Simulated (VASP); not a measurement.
C, 2 atoms in the cell. It takes space group Fmmm (No. 69, orthorhombic). Conventional cell: a = 2.480 Å, b = 4.293 Å, c = 6.707 Å, α = 90.00°, β = 90.00°, γ = 90.00°. C (site symmetry m2m) has 3 C at 1.43 Å within 1.9 Å.  This cell differs from its parent crystal: atoms shifted along a free coordinate.

```yaml
Program: VASP 6.6.1
Task: single point
Functional: PBEsol
Dispersion: D3(BJ)
Potentials_or_basis: VASP PAW PBE potentials, release 64 (C)
Cutoff: 520 eV
k_mesh: 16 × 16 × 16
Occupations: gaussian, width 0.03 eV
Spin: no spin polarisation
Dipole_correction: no
Further_INCAR_settings: ALGO = Normal; EDIFF = 1e-06; NBANDS = 11
```

Potentials or basis: VASP PAW PBE potentials, release 64 (C).

The run is started by

```console
$ cat potpaw_PBE.64/C/POTCAR > POTCAR
$ mpirun -np 1 vasp_std > vasp.out
```

Hardware: 1 thread of AMD EPYC 9R45 96-Core Processor (Zen 5), with other jobs on the host.

Task: How long does it take, and how much memory?

Result: Wall time 67 s on 1 thread of AMD EPYC 9R45 96-Core Processor (Zen 5), on a shared host, peak memory 0.19 GiB. Counts: scf iterations 11, k points 621.
